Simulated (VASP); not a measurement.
# CaScSi3 (Pm-3m) in VASP: relaxation of cell and atoms with PBE

Aim: the relaxation of cell and atoms of CaScSi3 with PBE.

All numbers are computed with VASP 6.6.1; they aren't measurements. Logs are shortened: lines on timing, memory, paths and dates and some standing lists are left out, and cuts for length are marked.

## Step 1: The cell of the first run

The structure is cubic, space group Pm-3m (No. 221). The conventional cell has a = 4.985 Å, b = 4.985 Å, c = 4.985 Å, α = 90.00°, β = 90.00°, γ = 90.00°. Ca (site symmetry m-3m) has 12 Si at 3.52 Å and 8 Sc at 4.32 Å within 4.6 Å. Within 3.3 Å of Sc (site symmetry m-3m) lie 6 Si at 2.49 Å. Si (site symmetry 4/mmm) has 2 Sc at 2.49 Å within 3.3 Å.

The cell was generated, and may not be a known phase.

## Step 2: Relaxation of cell and atoms, PBE

Contents of INCAR:

```
SYSTEM = CaScSi3
PREC     = Accurate       ! precision mode
ENCUT    = 600            ! plane-wave cutoff, eV
EDIFF    = 1E-6           ! SCF threshold, eV
ISMEAR   = 0              ! smearing method
SIGMA    = 0.1            ! smearing width, eV
LREAL    = .False.        ! projectors in reciprocal space
LASPH    = .True.         ! aspherical terms in the spheres
NELM     = 100            ! most SCF steps
ALGO     = Normal         ! electronic algorithm
ISIF     = 3              ! what is computed and relaxed
LWAVE    = .False.        ! write WAVECAR
LCHARG   = .False.        ! write CHGCAR
GGA      = PE             ! functional
IBRION   = 2              ! ionic algorithm
NSW      = 100            ! ionic steps
EDIFFG   = -0.01          ! ionic threshold
```

Contents of KPOINTS:

```
regular mesh
0
Gamma
  8 8 8
  0 0 0
```

Contents of POSCAR:

```
CaScSi3
1.0
    4.9848263698      0.0000000000      0.0000000000
    0.0000000000      4.9848263698      0.0000000000
    0.0000000000      0.0000000000      4.9848263698
Ca Sc Si
1 1 3
Direct
    0.0000000000      0.0000000000      0.0000000000
    0.5000000000      0.5000000000      0.5000000000
    0.0000000000      0.5000000000      0.5000000000
    0.5000000000      0.0000000000      0.5000000000
    0.5000000000      0.5000000000      0.0000000000
```

Potentials or basis: VASP PAW PBE potentials, release 64 (Ca_sv, Sc_sv, Si).

Started as:

```sh
> cat potpaw_PBE.64/Ca_sv/POTCAR potpaw_PBE.64/Sc_sv/POTCAR potpaw_PBE.64/Si/POTCAR > POTCAR
> mpirun -np 1 vasp_std > vasp.out
```

OUTCAR:

```text
SYSTEM = CaScSi3
   PREC = Accurate
   ENCUT = 600
   EDIFF = 1E-6
   ISMEAR = 0
   LREAL = .False.
   LASPH = .True.
   NELM = 100
   ISIF = 3
   GGA = PE
   IBRION = 2
   NSW = 100
   EDIFFG = -0.01

 ion  position               nearest neighbor table
   1  0.000  0.000  0.000-
   2  0.500  0.500  0.500-   3 2.49   4 2.49   5 2.49   5 2.49   4 2.49   3 2.49
   3  0.000  0.500  0.500-   2 2.49   2 2.49
   4  0.500  0.000  0.500-   2 2.49   2 2.49
   5  0.500  0.500  0.000-   2 2.49   2 2.49

  LATTYP: Found a simple cubic cell.
 ALAT       =     4.9848263698

  Lattice vectors:

 A1 = (   4.9848263698,   0.0000000000,   0.0000000000)
 A2 = (   0.0000000000,   4.9848263698,   0.0000000000)
 A3 = (   0.0000000000,   0.0000000000,   4.9848263698)

Analysis of symmetry for initial positions (statically):
=====================================================================
 Subroutine PRICEL returns:
 Original cell was already a primitive cell.

 Routine SETGRP: Setting up the symmetry group for a
 simple cubic supercell.

 Subroutine GETGRP returns: Found 48 space group operations
 (whereof 48 operations were pure point group operations)
 out of a pool of 48 trial point group operations.

The static configuration has the point symmetry O_h .

Analysis of symmetry for dynamics (positions and initial velocities):
=====================================================================
 Subroutine PRICEL returns:
 Original cell was already a primitive cell.

 Routine SETGRP: Setting up the symmetry group for a
 simple cubic supercell.

 Subroutine GETGRP returns: Found 48 space group operations
 (whereof 48 operations were pure point group operations)
 out of a pool of 48 trial point group operations.

The dynamic configuration has the point symmetry O_h .

 Subroutine INISYM returns: Found 48 space group operations
 (whereof 48 operations are pure point group operations),
 and found     1 'primitive' translations

----------------------------------------------------------------------------------------

                                     Primitive cell

  volume of cell :     123.8654

  direct lattice vectors                    reciprocal lattice vectors
     4.984826370  0.000000000  0.000000000     0.200608793  0.000000000  0.000000000
[... 88 lines left out ...]
   LSORBIT =      F    spin-orbit coupling
   LASPH  =      T    aspherical Exc in radial PAW
   ENCUT  =  600.0 eV  44.10 Ry    6.64 a.u.   9.96  9.96  9.96*2*pi/ulx,y,z
   NELM   =    100;   NELMIN=  2; NELMDL= -5     # of ELM steps
   EDIFF  = 0.1E-05   stopping-criterion for ELM
   LREAL  =      F    real-space projection
   EDIFFG = -.1E-01   stopping-criterion for IOM
   NSW    =    100    number of steps for IOM
   IBRION =      2    ionic relax: 0-MD 1-quasi-New 2-CG
   NFREE  =      1    steps in history (QN), initial steepest desc. (CG)
   ISIF   =      3    stress and relaxation
   ISYM   =      2    0-nonsym 1-usesym 2-fastsym
   POTIM  = 0.5000    time-step for ionic-motion
   TEBEG  =    0.0;   TEEND  =   0.0 temperature during run
   PSTRESS=    0.0 pullay stress
   NELECT =      33.0000    total number of electrons
   NUPDOWN=      -1.0000    fix difference up-down
   EMIN   =  10.00;   EMAX   =-10.00  energy-range for DOS
   EFERMI =   0.00;   METHOD = LEGACY
   ISMEAR =     0;   SIGMA  =   0.10  broadening in eV -4-tet -1-fermi 0-gaus
   EFERMI_NEDOS =   21; number of points for ismear=-14 and -15
   IALGO  =     38    algorithm
   IMIX   =      4    mixing-type and parameters
     AMIX     =   0.40;   BMIX     =  1.00
     AMIX_MAG =   1.60;   BMIX_MAG =  1.00
  volume/ion in A,a.u.               =      24.77       167.18
  Fermi-wavevector in a.u.,A,eV,Ry     =   1.053407  1.990650 15.097920  1.109666
  Thomas-Fermi vector in A             =   2.188527
   LORBIT       =      0    0 simple, 1 ext, 2 COOP (PROOUT), +10 PAW based schemes
   GGA     = PE    functional components
   LHFCALC =     F    Hartree Fock is set to
   AEXX    =    0.0000 exact exchange contribution
   IVDW    =     0    specifies the selected vdW correction
   LEPSILON=     F    determine dielectric tensor
   LRPA    =     F    only Hartree local field effects (RPA)
 conjugate gradient relaxation of ions
 non-spin polarized calculation
 Gauss-broadening in eV      SIGMA  =   0.10
  energy-cutoff  :      600.00
  volume of cell :      123.87
 maximum number of plane-waves:      4224
 NGX is ok and might be reduce to    40
   NGX = 19   NGY = 19   NGZ = 19

 number of electron      33.0000001 magnetization

 Free energy of the ion-electron system (eV)
  ---------------------------------------------------
  ext. energy  EPLUGINS =         0.00000000
  ---------------------------------------------------
  free energy    TOTEN  =       -23.16473235 eV

  energy without entropy =      -23.15109844  energy(sigma->0) =      -23.15791539

 E-fermi :   3.8747     XC(G=0):  -9.1299

 val. band max:        3.8543559272   @ k =   0.3750   0.2500   0.1250
 cond. band min:       3.9185529670   @ k =   0.5000   0.5000   0.0000
 fundamental gap:      0.0641970397
 Fermi energy:         3.8746533745

 k-point     1 :       0.0000    0.0000    0.0000
  band No.  band energies     occupation
      1     -43.7405      2.00000
      2     -37.9152      2.00000
      3     -22.5531      2.00000
      4     -22.5531      2.00000
      5     -22.5531      2.00000
      6     -18.8835      2.00000
[... 541 lines left out ...]
     19       4.8764      0.00000
     20       6.3103      0.00000

 [... further k-points ...]
[... 5 lines left out ...]
  --------------------------------------------------------------------------------------
  -------------------------------------------------------------------------------------
  Total        0.0434256      0.0434256      0.0434256      0.0000000     -0.0000000      0.0000000
  in kB        0.5617025      0.5617025      0.5617025      0.0000000     -0.0000000      0.0000000
  external PRESSURE =       0.5617025 kB  Pullay stress =       0.0000000 kB

 VOLUME and BASIS-vectors are now :
 -----------------------------------------------------------------------------
  energy-cutoff  :      600.00
  volume of cell :      123.87
      direct lattice vectors                 reciprocal lattice vectors
     4.984826370  0.000000000  0.000000000     0.200608793  0.000000000  0.000000000
     0.000000000  4.984826370  0.000000000     0.000000000  0.200608793  0.000000000
     0.000000000  0.000000000  4.984826370     0.000000000  0.000000000  0.200608793

 POSITION                                       TOTAL-FORCE (eV/Angst)
 -----------------------------------------------------------------------------------
      0.00000      0.00000      0.00000         0.000000      0.000000      0.000000
      2.49241      2.49241      2.49241         0.000000      0.000000      0.000000
      0.00000      2.49241      2.49241         0.000000      0.000000      0.000000
      2.49241      0.00000      2.49241         0.000000      0.000000      0.000000
      2.49241      2.49241      0.00000         0.000000      0.000000      0.000000
 -----------------------------------------------------------------------------------
    total drift:                               -0.000000      0.000000     -0.000000

  FREE ENERGIE OF THE ION-ELECTRON SYSTEM (eV)
  ---------------------------------------------------
  free  energy   TOTEN  =       -23.1647323458 eV

  energy  without entropy=      -23.1510984374  energy(sigma->0) =      -23.15791539

 reached required accuracy - stopping structural energy minimisation
```

It took 51 s on 1 thread of Intel Xeon 6975P-C (Granite Rapids), shared host; peak memory 0.32 GiB.

What came out:

```yaml
Free_energy: -23.1647 eV
Pressure_after_relaxing: 0.1 GPa
Band_gap_on_the_k_mesh: zero (an odd number of electrons rules out a gap without spin polarisation)
```

Final structure:
```yaml
crystal:
  lattice:
    - [4.98483, 0.00000, 0.00000]
    - [0.00000, 4.98483, 0.00000]
    - [0.00000, 0.00000, 4.98483]
  atoms:
    - { symbol: Ca, position: [0.00000, 0.00000, 0.00000] }
    - { symbol: Sc, position: [0.50000, 0.50000, 0.50000] }
    - { symbol: Si, position: [0.00000, 0.50000, 0.50000] }
    - { symbol: Si, position: [0.50000, 0.00000, 0.50000] }
    - { symbol: Si, position: [0.50000, 0.50000, 0.00000] }
```

Caveat: the relaxation stopped at its first step, so nothing moved; an odd number of electrons without spin polarisation forces a metal; a magnetic or distorted state may lie lower.

The gap in the log of VASP goes by the Fermi energy; the results here count the filled bands.